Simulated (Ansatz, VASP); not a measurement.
**Two plane-wave programs on MgF2**

File POSCAR:

```
MgF2
1.0
    4.6250000000      0.0000000000      0.0000000000
    0.0000000000      4.6250000000      0.0000000000
    0.0000000000      0.0000000000      3.0520000000
Mg F
2 4
Direct
    0.0000000000      0.0000000000      0.0000000000
    0.5000000000      0.5000000000      0.5000000000
    0.3030000000      0.3030000000      0.0000000000
    0.1970000000      0.8030000000      0.5000000000
    0.6970000000      0.6970000000      0.0000000000
    0.8030000000      0.1970000000      0.5000000000
```

File INCAR.step1:

```
ALGO = Normal ; EDIFF = 1E-5
EDIFFG = -0.005 ; ENCUT = 660
GGA = PE ; GGA_COMPAT = False
IBRION = 2 ; ISIF = 3
ISMEAR = -1 ; LASPH = True
LCHARG = False ; LREAL = False
LWAVE = True ; NELM = 120
NELMIN = 4 ; NSW = 100
PREC = Accurate ; SIGMA = 0.02
```

INCAR.step2

```
ALGO = Normal ; EDIFF = 1E-7
EDIFFG = -0.01 ; ENCUT = 660
GGA_COMPAT = False ; IBRION = 2
ISIF = 3 ; ISMEAR = -1
ISTART = 1 ; LASPH = True
LCHARG = False ; LMIXTAU = True
LREAL = False ; LWAVE = False
METAGGA = R2SCAN ; NELM = 120
NELMIN = 4 ; NSW = 80
PREC = Accurate ; SIGMA = 0.02
```

File KPOINTS:

```
k-points
0
Gamma
  6 6 8
```

Input for Ansatz:

```yaml
crystal:
  lattice:
    - [4.625, 0.0, 0.0]
    - [0.0, 4.625, 0.0]
    - [0.0, 0.0, 3.052]
  atoms:
    - { symbol: Mg, position: [0.0, 0.0, 0.0] }
    - { symbol: Mg, position: [0.5, 0.5, 0.5] }
    - { symbol: F, position: [0.303, 0.303, 0.0] }
    - { symbol: F, position: [0.197, 0.803, 0.5] }
    - { symbol: F, position: [0.697, 0.697, 0.0] }
    - { symbol: F, position: [0.803, 0.197, 0.5] }
  symmetry: { tolerance: 0.0003 }
hamiltonian:
  xc: r2scan
  pseudopotentials: { kind: paw, azcp: { folder: soft_1 } }
basis:
  ecutwfc: 500
magnetization:
  spin_polarized: false
scf:
  occupations: { method: fermi_dirac, width: 0.02 }
kpoints:
  mp_grid: { grid: [6, 6, 8], shift: [0, 0, 0] }
output:
  forces: true
  stress: true
  eigenvalues: true
relax:
  max_steps: 60
  cell: {}
```

Alike in both runs: task relaxation of cell and atoms; functional r2SCAN; k mesh 6 × 6 × 8; occupations fermi-dirac, width 0.02 eV; no spin polarisation.

```csv
,VASP,Ansatz
version,VASP 6.6.1,Ansatz 0.2.0
potentials or method,"VASP PAW PBE potentials, release 64 (Mg, F), cutoff 660 eV",PAW plane waves
valence electrons in the cell,32,48
```

|  | VASP | Ansatz | Ansatz less VASP |
| --- | --- | --- | --- |
| gap on the k mesh at the Fermi level, each at its own relaxed structure (eV) | 8.13 | 8.06 | -0.068 |
| relaxed volume (Å³/atom) | 10.71 | 10.88 | +0.170 |
| relaxed length of the cell vector where the two differ most in proportion (Å) | 4.601 | 4.626 | +0.0246 |

VASP's potentials were made for PBE, not for r2SCAN. VASP's potentials hold 32 valence electrons a cell and Ansatz's 48, so a difference there can come from the potentials and not from the codes.
